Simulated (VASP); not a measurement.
Input of a VASP 6.6.1 run:

File INCAR:

```
ALGO     = Normal         # electronic algorithm
EDIFF    = 1E-6           # SCF threshold, eV
ENCUT    = 520            # plane-wave cutoff, eV
GGA      = PE             # functional
ISIF     = 2              # what is computed and relaxed
ISMEAR   = 0              # smearing method
LASPH    = True           # aspherical terms in the spheres
LCHARG   = False          # write CHGCAR
LREAL    = False          # projectors in reciprocal space
LWAVE    = False          # write WAVECAR
NBANDS   = 64             # bands
NELM     = 60             # most SCF steps
PREC     = Accurate       # precision mode
SIGMA    = 0.1            # smearing width, eV
```

The input KPOINTS:

```
k-points
0
Gamma
  2 2 2
```

Contents of POSCAR:

```
ScGa2As3
1.0
    0.0000000000      0.0000000000     -6.6522810119
    0.0000000000      7.2764268839      0.0000000000
    6.3043082461     -3.6382134420      0.0000000000
Sc Ga As
2 4 6
Direct
    0.5070334000      0.8334780001      1.0000000000
    0.0070334000      0.1665219999      1.0000000000
    0.4971717763      0.1668019298      0.6597380974
    0.4971717763      0.5070638324      0.3402619026
    0.9971717763      0.4929361676      0.6597380974
    0.9971717763      0.8331980702      0.3402619026
    0.6231574765      0.8339111264      0.3502537666
    0.6231574765      0.4836573597      0.6497462334
    0.6073080944      0.1870053002      0.0000000000
    0.1231574765      0.5163426403      0.3502537666
    0.1231574765      0.1660888736      0.6497462334
    0.1073080944      0.8129946998      0.0000000000
```

Potentials or basis: VASP PAW PBE potentials, release 64 (Sc_sv, Ga_d, As).

Command:

```console
$ cat potpaw_PBE.64/Sc_sv/POTCAR potpaw_PBE.64/Ga_d/POTCAR potpaw_PBE.64/As/POTCAR > POTCAR
$ mpirun -np 1 vasp_std > vasp.out
```

Estimate the largest force.

0.060 eV/Å.

What does it give for the band gap on the k mesh?

1.30 eV (least direct gap 1.40 eV).

What does it give for the pressure?

0.1 GPa.

Stress tensor (GPa, compression positive):
```
 0.05  0.00  0.00
 0.00 -0.13  0.00
 0.00  0.00  0.38
```

Caveat: the k points lie up to 0.50 Å⁻¹ apart. A k mesh can miss the band edges.
